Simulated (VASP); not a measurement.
# AlNi in VASP: notebook

The runs below take AlNi through electric field gradients, with PBEsol.

Everything below comes from runs of VASP 6.6.1. Logs are shortened: lines on timing, memory, paths and dates and some standing lists are left out, and cuts for length are marked.

## Step 1: The cell of the first run

Symmetry: Pm-3m, No. 221, cubic system. The conventional cell has a = 2.938 Å, b = 2.938 Å, c = 2.938 Å, α = 90.00°, β = 90.00°, γ = 90.00°. Al (site symmetry m-3m) has 8 Ni at 2.54 Å and 6 Al at 2.94 Å within 3.4 Å. Within 3.4 Å of Ni (site symmetry m-3m) lie 8 Al at 2.54 Å and 6 Ni at 2.94 Å.

## Step 2: Electric field gradients, PBEsol, collinear spin, ferromagnetic start (volume scaled by 1.06)

File INCAR:

```
SYSTEM = AlNi
PREC = Accurate
ENCUT = 520
EDIFF = 1E-8
ISMEAR = -1
SIGMA = 0.05
LREAL = .False.
LASPH = .True.
NELM = 150
ALGO = Normal
ISIF = 2
LWAVE = .False.
LCHARG = .False.
ISPIN = 2
MAGMOM = 0 1.5
LORBIT = 11
LMAXMIX = 4
GGA = PS
LEFG = .True.
NBANDS = 18
```

File KPOINTS:

```
Automatic mesh
0
Gamma
  13 13 13
  0 0 0
```

File POSCAR:

```
AlNi
1.0
    2.9375045414      0.0000000000      0.0000000000
    0.0000000000      2.9375045414      0.0000000000
    0.0000000000      0.0000000000      2.9375045414
Al Ni
1 1
Direct
    0.0000000000      0.0000000000      0.0000000000
    0.5000000000      0.5000000000      0.5000000000
```

Potentials or basis: VASP PAW PBE potentials, release 64 (Al, Ni).

Started as:

```sh
cat potpaw_PBE.64/Al/POTCAR potpaw_PBE.64/Ni/POTCAR > POTCAR
mpirun -np 1 vasp_std > vasp.out
```

OUTCAR:

```text
SYSTEM = AlNi
   PREC = Accurate
   ENCUT = 520
   EDIFF = 1E-8
   ISMEAR = -1
   LREAL = .False.
   LASPH = .True.
   NELM = 150
   ISIF = 2
   ISPIN = 2
   LORBIT = 11
   GGA = PS

 ion  position               nearest neighbor table
   1  0.000  0.000  0.000-   2 2.54   2 2.54   2 2.54   2 2.54   2 2.54   2 2.54   2 2.54   2 2.54

   2  0.500  0.500  0.500-   1 2.54   1 2.54   1 2.54   1 2.54   1 2.54   1 2.54   1 2.54   1 2.54

  LATTYP: Found a simple cubic cell.
 ALAT       =     2.9375045414

  Lattice vectors:

 A1 = (   2.9375045414,   0.0000000000,   0.0000000000)
 A2 = (   0.0000000000,   2.9375045414,   0.0000000000)
 A3 = (   0.0000000000,   0.0000000000,   2.9375045414)

Analysis of symmetry for initial positions (statically):
=====================================================================
 Subroutine PRICEL returns:
 Original cell was already a primitive cell.

 Routine SETGRP: Setting up the symmetry group for a
 simple cubic supercell.

 Subroutine GETGRP returns: Found 48 space group operations
 (whereof 48 operations were pure point group operations)
 out of a pool of 48 trial point group operations.

The static configuration has the point symmetry O_h .

Analysis of symmetry for dynamics (positions and initial velocities):
=====================================================================
 Subroutine PRICEL returns:
 Original cell was already a primitive cell.

 Routine SETGRP: Setting up the symmetry group for a
 simple cubic supercell.

 Subroutine GETGRP returns: Found 48 space group operations
 (whereof 48 operations were pure point group operations)
 out of a pool of 48 trial point group operations.

The dynamic configuration has the point symmetry O_h .

Analysis of structural, dynamic, and magnetic symmetry:
=====================================================================
 Subroutine PRICEL returns:
 Original cell was already a primitive cell.

 Routine SETGRP: Setting up the symmetry group for a
 simple cubic supercell.

 Subroutine GETGRP returns: Found 48 space group operations
 (whereof 48 operations were pure point group operations)
 out of a pool of 48 trial point group operations.

The overall configuration has the point symmetry O_h .

 Subroutine INISYM returns: Found 48 space group operations
 (whereof 48 operations are pure point group operations),
 and found     1 'primitive' translations

----------------------------------------------------------------------------------------

                                     Primitive cell

  volume of cell :      25.3475

  direct lattice vectors                    reciprocal lattice vectors
     2.937504541  0.000000000  0.000000000     0.340425006  0.000000000  0.000000000
     0.000000000  2.937504541  0.000000000     0.000000000  0.340425006  0.000000000
     0.000000000  0.000000000  2.937504541     0.000000000  0.000000000  0.340425006

  length of vectors
     2.937504541  2.937504541  2.937504541     0.340425006  0.340425006  0.340425006

  position of ions in fractional coordinates (direct lattice)
     0.000000000  0.000000000  0.000000000
     0.500000000  0.500000000  0.500000000

  ion indices of the primitive-cell ions
   primitive index   ion index
                 1           1
                 2           2

----------------------------------------------------------------------------------------

 KPOINTS: Automatic mesh

Automatic generation of k-mesh.
 Grid dimensions read from file:
 generate k-points for:   13   13   13

 Generating k-lattice:

  Cartesian coordinates                     Fractional coordinates (reciprocal lattice)
     0.026186539  0.000000000  0.000000000     0.076923077  0.000000000  0.000000000
     0.000000000  0.026186539  0.000000000     0.000000000  0.076923077  0.000000000
     0.000000000  0.000000000  0.026186539     0.000000000  0.000000000  0.076923077

  Length of vectors
     0.026186539  0.026186539  0.026186539

  Shift w.r.t. Gamma in fractional coordinates (k-lattice)
     0.000000000  0.000000000  0.000000000

 Subroutine IBZKPT returns following result:
 ===========================================

 Found     84 irreducible k-points:

 Following reciprocal coordinates:
            Coordinates               Weight
  0.000000  0.000000  0.000000      1.000000
  0.076923  0.000000  0.000000      6.000000
  0.153846  0.000000  0.000000      6.000000
  0.230769  0.000000  0.000000      6.000000
  0.307692  0.000000  0.000000      6.000000
  0.384615  0.000000  0.000000      6.000000
[... 16 lines left out ...]
  0.307692  0.307692  0.000000     12.000000
  0.384615  0.307692  0.000000     24.000000
 [... further k-points ...]
   k-points           NKPTS =     84   k-points in BZ     NKDIM =     84   number of bands    NBANDS=     18
   number of dos      NEDOS =    301   number of ions     NIONS =      2
   total plane-waves  NPLWV =  13824
   dimension x,y,z NGX =    24 NGY =   24 NGZ =   24
   dimension x,y,z NGXF=    48 NGYF=   48 NGZF=   48
   ions per type =               1   1
   NGX,Y,Z   is equivalent  to a cutoff of  13.58, 13.58, 13.58 a.u.
   NGXF,Y,Z  is equivalent  to a cutoff of  27.17, 27.17, 27.17 a.u.
 SYSTEM =  AlNi
   PREC   = accura    normal or accurate (medium, high low for compatibility)
   ISTART =      0    job   : 0-new  1-cont  2-samecut
   ICHARG =      2    charge: 1-file 2-atom 10-const
   ISPIN  =      2    spin polarized calculation?
   LNONCOLLINEAR =      F non collinear calculations
   LSORBIT =      F    spin-orbit coupling
   LASPH  =      T    aspherical Exc in radial PAW
   ENCUT  =  520.0 eV  38.22 Ry    6.18 a.u.   5.46  5.46  5.46*2*pi/ulx,y,z
   NELM   =    150;   NELMIN=  2; NELMDL= -5     # of ELM steps
   EDIFF  = 0.1E-07   stopping-criterion for ELM
   LREAL  =      F    real-space projection
   EDIFFG = 0.1E-06   stopping-criterion for IOM
   NSW    =      0    number of steps for IOM
   IBRION =     -1    ionic relax: 0-MD 1-quasi-New 2-CG
   NFREE  =      0    steps in history (QN), initial steepest desc. (CG)
   ISIF   =      2    stress and relaxation
   ISYM   =      2    0-nonsym 1-usesym 2-fastsym
   POTIM  = 0.5000    time-step for ionic-motion
   TEBEG  =    0.0;   TEEND  =   0.0 temperature during run
   PSTRESS=    0.0 pullay stress
   NELECT =      13.0000    total number of electrons
   NUPDOWN=      -1.0000    fix difference up-down
   EMIN   =  10.00;   EMAX   =-10.00  energy-range for DOS
   EFERMI =   0.00;   METHOD = LEGACY
   ISMEAR =    -1;   SIGMA  =   0.05  broadening in eV -4-tet -1-fermi 0-gaus
   EFERMI_NEDOS =   21; number of points for ismear=-14 and -15
   IALGO  =     38    algorithm
   IMIX   =      4    mixing-type and parameters
     AMIX     =   0.40;   BMIX     =  1.00
     AMIX_MAG =   1.60;   BMIX_MAG =  1.00
  volume/ion in A,a.u.               =      12.67        85.53
  Fermi-wavevector in a.u.,A,eV,Ry     =   1.310421  2.476336 23.363956  1.717202
  Thomas-Fermi vector in A             =   2.440952
   LORBIT       =     11    0 simple, 1 ext, 2 COOP (PROOUT), +10 PAW based schemes
   GGA     = PS    functional components
   LHFCALC =     F    Hartree Fock is set to
   AEXX    =    0.0000 exact exchange contribution
   IVDW    =     0    specifies the selected vdW correction
   LEPSILON=     F    determine dielectric tensor
   LRPA    =     F    only Hartree local field effects (RPA)
 spin polarized calculation
  energy-cutoff  :      520.00
  volume of cell :       25.35
 maximum number of plane-waves:       707
 NGX is ok and might be reduce to    24
   NGX = 11   NGY = 11   NGZ = 11

 number of electron      12.9999995 magnetization       0.0000219

 number of electron      12.9999995 magnetization      -0.0000020

 Free energy of the ion-electron system (eV)
  ---------------------------------------------------
  ext. energy  EPLUGINS =         0.00000000
  ---------------------------------------------------
  free energy    TOTEN  =       -11.52175012 eV

  energy without entropy =      -11.51613216  energy(sigma->0) =      -11.51894114

 E-fermi :   9.1340     XC(G=0): -11.8866

 val. band max:        9.0742007537   @ k =   0.3846   0.2308   0.1538
 cond. band min:       9.1887989990   @ k =   0.3846   0.3077   0.1538
 fundamental gap:      0.1145982453
 Fermi energy:         9.1340229394

 spin component 1

 k-point     1 :       0.0000    0.0000    0.0000
  band No.  band energies     occupation
      1      -1.5620      1.00000
      2       6.1829      1.00000
      3       6.1829      1.00000
      4       7.7238      1.00000
      5       7.7238      1.00000
      6       7.7238      1.00000
[... 10 lines left out ...]
     17      31.9170      0.00000
     18      31.9170      0.00000

 k-point     2 :       0.0769    0.0000    0.0000
  band No.  band energies     occupation
      1      -1.4574      1.00000
      2       6.1737      1.00000
      3       6.2062      1.00000
      4       7.6800      1.00000
      5       7.6800      1.00000
      6       7.7284      1.00000
[... 10 lines left out ...]
     17      31.4736      0.00000
     18      32.3512      0.00000
[... 442 lines left out ...]
 k-point    24 :       0.3846    0.3077    0.0000
  band No.  band energies     occupation
      1       2.3911      1.00000
      2       5.2158      1.00000
      3       6.4382      1.00000
      4       6.9647      1.00000
      5       7.2467      1.00000
      6       7.3941      1.00000
[... 10 lines left out ...]
     17      30.1844      0.00000
     18      32.8536      0.00000

 [... further k-points ...]

 spin component 2

 k-point     1 :       0.0000    0.0000    0.0000
  band No.  band energies     occupation
      1      -1.5620      1.00000
      2       6.1829      1.00000
      3       6.1829      1.00000
      4       7.7238      1.00000
      5       7.7238      1.00000
      6       7.7238      1.00000
[... 10 lines left out ...]
     17      31.9170      0.00000
     18      31.9170      0.00000

 k-point     2 :       0.0769    0.0000    0.0000
  band No.  band energies     occupation
      1      -1.4574      1.00000
      2       6.1737      1.00000
      3       6.2062      1.00000
      4       7.6800      1.00000
      5       7.6800      1.00000
      6       7.7284      1.00000
[... 10 lines left out ...]
     17      31.4736      0.00000
     18      32.3512      0.00000
[... 442 lines left out ...]
 k-point    24 :       0.3846    0.3077    0.0000
  band No.  band energies     occupation
      1       2.3911      1.00000
      2       5.2158      1.00000
      3       6.4382      1.00000
      4       6.9647      1.00000
      5       7.2467      1.00000
      6       7.3941      1.00000
[... 10 lines left out ...]
     17      30.1844      0.00000
     18      32.8536      0.00000

 [... further k-points ...]
[... 5 lines left out ...]
  --------------------------------------------------------------------------------------
  -------------------------------------------------------------------------------------
  Total       -1.7917278     -1.7917278     -1.7917278      0.0000000      0.0000000     -0.0000000
  in kB     -113.2522856   -113.2522856   -113.2522856      0.0000000      0.0000000     -0.0000000
  external PRESSURE =    -113.2522856 kB  Pullay stress =       0.0000000 kB

 VOLUME and BASIS-vectors are now :
 -----------------------------------------------------------------------------
  energy-cutoff  :      520.00
  volume of cell :       25.35
      direct lattice vectors                 reciprocal lattice vectors
     2.937504541  0.000000000  0.000000000     0.340425006  0.000000000  0.000000000
     0.000000000  2.937504541  0.000000000     0.000000000  0.340425006  0.000000000
     0.000000000  0.000000000  2.937504541     0.000000000  0.000000000  0.340425006

 POSITION                                       TOTAL-FORCE (eV/Angst)
 -----------------------------------------------------------------------------------
      0.00000      0.00000      0.00000         0.000000      0.000000      0.000000
      1.46875      1.46875      1.46875         0.000000      0.000000      0.000000
 -----------------------------------------------------------------------------------
    total drift:                                0.000000      0.000000     -0.000000

  FREE ENERGIE OF THE ION-ELECTRON SYSTEM (eV)
  ---------------------------------------------------
  free  energy   TOTEN  =       -11.5217501225 eV

  energy  without entropy=      -11.5161321566  energy(sigma->0) =      -11.51894114

 Electric field gradients (V/A^2)
---------------------------------------------------------------------
 ion       V_xx      V_yy      V_zz      V_xy      V_xz      V_yz
---------------------------------------------------------------------
   1       0.000     0.000    -0.000    -0.000    -0.000    -0.000
   2       0.000     0.000    -0.000     0.000    -0.000     0.000
---------------------------------------------------------------------

 Electric field gradients after diagonalization (V/A^2)
 (convention: |V_zz| > |V_xx| > |V_yy|)
----------------------------------------------------------------------
 ion       V_xx      V_yy      V_zz     asymmetry (V_yy - V_xx)/ V_zz
----------------------------------------------------------------------
   1       0.000     0.000    -0.000       0.007
   2       0.000     0.000    -0.000       0.273
----------------------------------------------------------------------

           NMR quadrupolar parameters

 Cq : quadrupolar parameter    Cq=e*Q*V_zz/h
 eta: asymmetry parameters     (V_yy - V_xx)/ V_zz
 Q  : nuclear electric quadrupole moment in mb (millibarn)
----------------------------------------------------------------------
 ion       Cq(MHz)       eta       Q (mb)
----------------------------------------------------------------------
   1      -0.000       0.007       1.000
   2      -0.000       0.273       1.000
----------------------------------------------------------------------

 total charge

# of ion       s       p       d       tot
------------------------------------------
    1        0.378   0.388   0.000   0.765
    2        0.457   0.471   8.452   9.381
--------------------------------------------------
tot          0.835   0.859   8.452  10.146

 magnetization (x)

# of ion       s       p       d       tot
------------------------------------------
    1       -0.000   0.000   0.000  -0.000
    2        0.000   0.000  -0.000  -0.000
--------------------------------------------------
tot         -0.000   0.000  -0.000  -0.000
```

Run time: 45 s. Hardware: 1 thread of Intel Xeon Platinum 8488C (Sapphire Rapids), shared host; peak memory 0.19 GiB.

Results:

* Free energy: -11.5218 eV
* Pressure: -11.3 GPa
* Net moment: 0.00 μB per cell
* Valence electrons inside the program's atomic spheres: Al 0.77; Ni 9.38

Levels at points of the mesh, in eV from the Fermi level:
Spin up:
```
           k point  band 2  band 3  band 4  band 5  band 6  band 7  band 8  band 9  band 10  band 11
(0.00, 0.00, 0.00)   -2.95   -2.95   -1.41   -1.41   -1.41    5.27    5.27    5.27     7.98     7.98
```
Spin down:
| k point | band 2 | band 3 | band 4 | band 5 | band 6 | band 7 | band 8 | band 9 | band 10 | band 11 |
| --- | --- | --- | --- | --- | --- | --- | --- | --- | --- | --- |
| (0.00, 0.00, 0.00) | -2.95 | -2.95 | -1.41 | -1.41 | -1.41 | 5.27 | 5.27 | 5.27 | 7.98 | 7.98 |

Caveat: the starting moments collapsed, and a magnetic state may lie lower; without QUAD_EFG the Cq values of the log hold for a quadrupole moment of 1 mb, not for the nuclei; the PAW data sets were made with another functional, which shifts forces and pressure a little.

(Part 1 of 3 ends here.)
